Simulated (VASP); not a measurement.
# HfO2 (Fm-3m) in VASP: notebook

Aim: see how the results for HfO2 move with the level of theory and the settings. Levels: PBE, r2SCAN. Tasks: single point.

Everything below comes from runs of VASP 6.6.1. Logs are shortened: lines on timing, memory, paths and dates and some standing lists are left out, and cuts for length are marked.

## 1. The cell of the first run

The structure is cubic, space group Fm-3m (No. 225). The conventional cell has a = 5.058 Å, b = 5.058 Å, c = 5.058 Å, α = 90.00°, β = 90.00°, γ = 90.00°. Within 2.9 Å of Hf (site symmetry m-3m) lie 8 O at 2.19 Å. Within 2.9 Å of O (site symmetry -43m) lie 4 Hf at 2.19 Å and 6 O at 2.53 Å.

## 2. Single point, PBE

File INCAR:

```
PREC     = Accurate       # precision mode
ENCUT    = 520            # plane-wave cutoff, eV
EDIFF    = 1E-7           # SCF threshold, eV
ISMEAR   = 0              # smearing method
SIGMA    = 0.01           # smearing width, eV
LREAL    = F              # projectors in reciprocal space
LASPH    = T              # aspherical terms in the spheres
NELM     = 80             # most SCF steps
ALGO     = Normal         # electronic algorithm
ISIF     = 2              # what is computed and relaxed
LWAVE    = F              # write WAVECAR
LCHARG   = F              # write CHGCAR
GGA      = PE             # functional
NBANDS   = 18             # bands
```

File KPOINTS:

```
regular mesh
0
Gamma
  6 6 6
```

File POSCAR:

```
HfO2
1.0
    0.0000000000      2.5291822585      2.5291822585
    2.5291822585      0.0000000000      2.5291822585
    2.5291822585      2.5291822585      0.0000000000
Hf O
1 2
Direct
    0.0000000000      0.0000000000      0.0000000000
    0.7500000000      0.7500000000      0.7500000000
    0.2500000000      0.2500000000      0.2500000000
```

Potentials or basis: VASP PAW PBE potentials, release 64 (Hf_pv, O).

Command:

```bash
$ cat potpaw_PBE.64/Hf_pv/POTCAR potpaw_PBE.64/O/POTCAR > POTCAR
$ mpirun -np 1 vasp_std > vasp.out
```

OUTCAR:

```text
PREC = Accurate
   ENCUT = 520
   EDIFF = 1E-7
   ISMEAR = 0
   LREAL = F
   LASPH = T
   NELM = 80
   ISIF = 2
   GGA = PE

 ion  position               nearest neighbor table
   1  0.000  0.000  0.000-   2 2.19   2 2.19   2 2.19   3 2.19   3 2.19   3 2.19   3 2.19   2 2.19

   2  0.750  0.750  0.750-   1 2.19   1 2.19   1 2.19   1 2.19
   3  0.250  0.250  0.250-   1 2.19   1 2.19   1 2.19   1 2.19

  LATTYP: Found a face centered cubic cell.
 ALAT       =     5.0583645170

  Lattice vectors:

 A1 = (   0.0000000000,   2.5291822585,   2.5291822585)
 A2 = (   2.5291822585,   0.0000000000,   2.5291822585)
 A3 = (   2.5291822585,   2.5291822585,   0.0000000000)

Analysis of symmetry for initial positions (statically):
=====================================================================
 Subroutine PRICEL returns:
 Original cell was already a primitive cell.

 Routine SETGRP: Setting up the symmetry group for a
 face centered cubic supercell.

 Subroutine GETGRP returns: Found 48 space group operations
 (whereof 48 operations were pure point group operations)
 out of a pool of 48 trial point group operations.

The static configuration has the point symmetry O_h .

Analysis of symmetry for dynamics (positions and initial velocities):
=====================================================================
 Subroutine PRICEL returns:
 Original cell was already a primitive cell.

 Routine SETGRP: Setting up the symmetry group for a
 face centered cubic supercell.

 Subroutine GETGRP returns: Found 48 space group operations
 (whereof 48 operations were pure point group operations)
 out of a pool of 48 trial point group operations.

The dynamic configuration has the point symmetry O_h .

 Subroutine INISYM returns: Found 48 space group operations
 (whereof 48 operations are pure point group operations),
 and found     1 'primitive' translations

----------------------------------------------------------------------------------------

                                     Primitive cell

  volume of cell :      32.3572

  direct lattice vectors                    reciprocal lattice vectors
     0.000000000  2.529182259  2.529182259    -0.197692356  0.197692356  0.197692356
     2.529182259  0.000000000  2.529182259     0.197692356 -0.197692356  0.197692356
     2.529182259  2.529182259  0.000000000     0.197692356  0.197692356 -0.197692356

[... 74 lines left out ...]
   ENCUT  =  520.0 eV  38.22 Ry    6.18 a.u.   6.65  6.65  6.65*2*pi/ulx,y,z
   NELM   =     80;   NELMIN=  2; NELMDL= -5     # of ELM steps
   EDIFF  = 0.1E-06   stopping-criterion for ELM
   LREAL  =      F    real-space projection
   EDIFFG = 0.1E-05   stopping-criterion for IOM
   NSW    =      0    number of steps for IOM
   IBRION =     -1    ionic relax: 0-MD 1-quasi-New 2-CG
   NFREE  =      0    steps in history (QN), initial steepest desc. (CG)
   ISIF   =      2    stress and relaxation
   ISYM   =      2    0-nonsym 1-usesym 2-fastsym
   POTIM  = 0.5000    time-step for ionic-motion
   TEBEG  =    0.0;   TEEND  =   0.0 temperature during run
   PSTRESS=    0.0 pullay stress
   NELECT =      22.0000    total number of electrons
   NUPDOWN=      -1.0000    fix difference up-down
   EMIN   =  10.00;   EMAX   =-10.00  energy-range for DOS
   EFERMI =   0.00;   METHOD = LEGACY
   ISMEAR =     0;   SIGMA  =   0.01  broadening in eV -4-tet -1-fermi 0-gaus
   EFERMI_NEDOS =   21; number of points for ismear=-14 and -15
   IALGO  =     38    algorithm
   IMIX   =      4    mixing-type and parameters
     AMIX     =   0.40;   BMIX     =  1.00
     AMIX_MAG =   1.60;   BMIX_MAG =  1.00
  volume/ion in A,a.u.               =      10.79        72.79
  Fermi-wavevector in a.u.,A,eV,Ry     =   1.439546  2.720348 28.195260  2.072293
  Thomas-Fermi vector in A             =   2.558390
   LORBIT       =      0    0 simple, 1 ext, 2 COOP (PROOUT), +10 PAW based schemes
   GGA     = PE    functional components
   LHFCALC =     F    Hartree Fock is set to
   AEXX    =    0.0000 exact exchange contribution
   IVDW    =     0    specifies the selected vdW correction
   LEPSILON=     F    determine dielectric tensor
   LRPA    =     F    only Hartree local field effects (RPA)
 non-spin polarized calculation
 Gauss-broadening in eV      SIGMA  =   0.01
  energy-cutoff  :      520.00
  volume of cell :       32.36
 maximum number of plane-waves:       893
 NGX is ok and might be reduce to    28
   NGX = 13   NGY = 13   NGZ = 13

 number of electron      21.9999992 magnetization

 Free energy of the ion-electron system (eV)
  ---------------------------------------------------
  ext. energy  EPLUGINS =         0.00000000
  ---------------------------------------------------
  free energy    TOTEN  =       -30.24599616 eV

  energy without entropy =      -30.24599616  energy(sigma->0) =      -30.24599616

 E-fermi :   4.4049     XC(G=0): -11.8754

 val. band max:        4.3384143149   @ k =   0.5000   0.5000   0.0000
 cond. band min:       8.1587327972   @ k =   0.5000   0.5000   0.0000
 fundamental gap:      3.8203184823
 Fermi energy:         4.4048825512

 k-point     1 :       0.0000    0.0000    0.0000
  band No.  band energies     occupation
      1     -25.3168      2.00000
      2     -25.3168      2.00000
      3     -25.3168      2.00000
      4     -14.4372      2.00000
      5     -11.3693      2.00000
      6      -1.0464      2.00000
[... 313 lines left out ...]
      5     -12.3420      2.00000
      6      -1.5639      2.00000
[... 10 lines left out ...]
     17      17.4880      0.00000
     18      17.8378      0.00000

------------------------ aborting loop because EDIFF is reached ----------------------------------------

  FORCE on cell =-STRESS in cart. coord.  units (eV):
  Direction    XX          YY          ZZ          XY          YZ          ZX
  --------------------------------------------------------------------------------------
  -------------------------------------------------------------------------------------
  Total        0.4308908      0.4308908      0.4308908     -0.0000000      0.0000000     -0.0000000
  in kB       21.3357261     21.3357261     21.3357261     -0.0000000      0.0000000     -0.0000000
  external PRESSURE =      21.3357261 kB  Pullay stress =       0.0000000 kB

 VOLUME and BASIS-vectors are now :
 -----------------------------------------------------------------------------
  energy-cutoff  :      520.00
  volume of cell :       32.36
      direct lattice vectors                 reciprocal lattice vectors
     0.000000000  2.529182259  2.529182259    -0.197692356  0.197692356  0.197692356
     2.529182259  0.000000000  2.529182259     0.197692356 -0.197692356  0.197692356
     2.529182259  2.529182259  0.000000000     0.197692356  0.197692356 -0.197692356

 POSITION                                       TOTAL-FORCE (eV/Angst)
 -----------------------------------------------------------------------------------
      0.00000      0.00000      0.00000        -0.000000     -0.000000     -0.000000
      3.79377      3.79377      3.79377         0.000000      0.000000      0.000000
      1.26459      1.26459      1.26459        -0.000000     -0.000000     -0.000000
 -----------------------------------------------------------------------------------
    total drift:                                0.000000      0.000000      0.000000

  FREE ENERGIE OF THE ION-ELECTRON SYSTEM (eV)
  ---------------------------------------------------
  free  energy   TOTEN  =       -30.2459961645 eV

  energy  without entropy=      -30.2459961645  energy(sigma->0) =      -30.24599616
```

It took 9.8 s on 1 thread of Intel Xeon Platinum 8488C (Sapphire Rapids), shared host; peak memory 0.16 GiB.

Results:

| Item | Value |
| --- | --- |
| Free energy | -30.2460 eV |
| Pressure | 2.1 GPa |
| Band gap on the k mesh | 3.82 eV, direct |

Caveat: spin-orbit coupling is left out, which moves the levels of the heavy elements.

## 3. Single point, PBE

File INCAR:

```
SYSTEM = HfO2
ALGO = Normal ; EDIFF = 1E-6
ENCUT = 520 ; GGA = PE
ISIF = 2 ; ISMEAR = 0
LASPH = .True. ; LCHARG = .False.
LREAL = .False. ; LWAVE = .False.
NBANDS = 18 ; NELM = 60
PREC = Accurate ; SIGMA = 0.01
```

File KPOINTS:

```
k-points
0
Gamma
  6 6 6
  0 0 0
```

POSCAR is that of step 2.

Potentials or basis: VASP PAW PBE potentials, release 64 (Hf_pv, O).

Command:

```bash
$ cat potpaw_PBE.64/Hf_pv/POTCAR potpaw_PBE.64/O/POTCAR > POTCAR
$ mpirun -np 1 vasp_std > vasp.out
```

Run time: 8.2 s. Hardware: 1 thread of Intel Xeon Platinum 8488C (Sapphire Rapids), shared host; peak memory 0.16 GiB.

It converged, with:

```
Free energy            : -30.2460 eV
Pressure               : 2.1 GPa
Band gap on the k mesh : 3.82 eV, direct
```

Levels at points of the mesh, in eV from the valence-band top:
```
           k point  band 9  band 10  band 11  band 12  band 13  band 14
(0.00, 0.00, 0.00)   -0.61    -0.61    -0.61     3.90     3.90     5.89
(0.50, 0.00, 0.00)   -2.74    -1.84    -1.84     4.63     4.63     7.05
(0.50, 0.50, 0.00)   -1.54    -1.54     0.00     3.82     5.54     6.70
```

Caveat: spin-orbit coupling is left out, which moves the levels of the heavy elements.

## 4. Single point, r2SCAN

POSCAR is that of step 3.

File INCAR.step1:

```
SYSTEM = HfO2
ALGO = Normal
EDIFF = 1E-4
ENCUT = 520
GGA = PE
ISMEAR = 0
LASPH = .TRUE.
LCHARG = .FALSE.
LREAL = .FALSE.
LWAVE = .TRUE.
NBANDS = 18
NELM = 100
PREC = Accurate
SIGMA = 0.01
```

File INCAR.step2:

```
SYSTEM = HfO2
ALGO = Normal
EDIFF = 1E-6
ENCUT = 520
ISIF = 2
ISMEAR = 0
ISTART = 1
LASPH = .TRUE.
LCHARG = .FALSE.
LMIXTAU = .TRUE.
LREAL = .FALSE.
LWAVE = .FALSE.
METAGGA = R2SCAN
NBANDS = 18
NELM = 100
PREC = Accurate
SIGMA = 0.01
```

File KPOINTS:

```
k-points
0
G
  6 6 6
  0 0 0
```

Command:

```bash
$ cat potpaw_PBE.64/Hf_pv/POTCAR potpaw_PBE.64/O/POTCAR > POTCAR
$ cp INCAR.step1 INCAR
$ mpirun -np 1 vasp_std > vasp.out
$ cp INCAR.step2 INCAR
$ mpirun -np 1 vasp_std > vasp.out
```

Run time: 37 s. Hardware: 1 thread of Intel Xeon Platinum 8488C (Sapphire Rapids), shared host; peak memory 0.17 GiB.

The run converged. Its results:

```
Free energy            : -68.5474 eV
Pressure               : -4.0 GPa
Band gap on the k mesh : 4.31 eV, direct
```

Levels at points of the mesh, in eV from the valence-band top:
```
           k point  band 7  band 8  band 9  band 10  band 11  band 12  band 13  band 14  band 15  band 16
(0.00, 0.00, 0.00)   -5.48   -5.48   -0.64    -0.64    -0.64     4.42     4.42     6.52    11.09    11.09
(0.50, 0.00, 0.00)   -4.40   -3.08   -2.82    -1.90    -1.90     5.12     5.12     7.56     9.64    10.02
(0.50, 0.50, 0.00)   -3.60   -3.60   -1.57    -1.57     0.00     4.31     6.05     7.24     8.73     8.73
```

Caveat: the PAW data sets were made with another functional, which shifts forces and pressure a little; spin-orbit coupling is left out, which moves the levels of the heavy elements. r2SCAN opens gaps a little over a GGA but as a rule still falls short of measured ones.

## 5. Single point, PBE

File INCAR:

```
SYSTEM = HfO2
PREC     = Accurate       ! precision mode
ENCUT    = 520            ! plane-wave cutoff, eV
EDIFF    = 1E-6           ! SCF threshold, eV
ISMEAR   = 0              ! smearing method
SIGMA    = 0.01           ! smearing width, eV
LREAL    = .FALSE.        ! projectors in reciprocal space
LASPH    = .TRUE.         ! aspherical terms in the spheres
NELM     = 60             ! most SCF steps
ALGO     = Normal         ! electronic algorithm
ISIF     = 2              ! what is computed and relaxed
LWAVE    = .FALSE.        ! write WAVECAR
LCHARG   = .FALSE.        ! write CHGCAR
GGA      = PE             ! functional
NBANDS   = 18             ! bands
```

File KPOINTS:

```
regular mesh
0
G
  8 8 8
  0 0 0
```

POSCAR is that of step 4.

Command:

```bash
$ cat potpaw_PBE.64/Hf_pv/POTCAR potpaw_PBE.64/O/POTCAR > POTCAR
$ mpirun -np 1 vasp_std > vasp.out
```

Run time: 14 s. Hardware: 1 thread of Intel Xeon Platinum 8488C (Sapphire Rapids), shared host; peak memory 0.16 GiB.

The run converged. Its results:

| Item | Value |
| --- | --- |
| Free energy | -30.2461 eV |
| Pressure | 2.1 GPa |
| Band gap on the k mesh | 3.82 eV, direct |

Levels at points of the mesh, in eV from the valence-band top:
```csv
k point,band 7,band 8,band 9,band 10,band 11,band 12,band 13,band 14,band 15,band 16
"(0.00, 0.00, 0.00)",-5.38,-5.38,-0.61,-0.61,-0.61,3.90,3.90,5.89,10.51,10.51
"(0.50, 0.00, 0.00)",-4.34,-3.05,-2.74,-1.84,-1.84,4.63,4.63,7.05,9.09,9.46
"(0.50, 0.50, 0.00)",-3.48,-3.48,-1.54,-1.54,0.00,3.82,5.54,6.70,8.22,8.22
```

Caveat: spin-orbit coupling is left out, which moves the levels of the heavy elements.

## 6. Summary

```tsv
level	k mesh	gap on the mesh (eV)	pressure (GPa)
PBE	6 × 6 × 6	3.82	2.1
r2SCAN	6 × 6 × 6	4.31	-4.0
PBE	8 × 8 × 8	3.82	2.1
```

Alike in all rows: task single point; potentials or basis VASP PAW PBE potentials, release 64 (Hf_pv, O); no spin polarisation; cell as given; cutoff (eV) 520; smearing gaussian 0.01 eV.

On the cell as given the gap runs from 3.82 eV (PBE) to 4.31 eV (r2SCAN); the meshes differ, which moves gaps too. The pressure there spans -4.0 GPa (r2SCAN) to 2.1 GPa (PBE); a positive pressure means that this level wants a larger cell, a negative one a smaller.

Caveats: spin-orbit coupling is left out, which moves the levels of the heavy elements; the PAW data sets were made with another functional, which shifts forces and pressure a little (some runs).

Absolute energies hang on the potentials; compare differences alone.
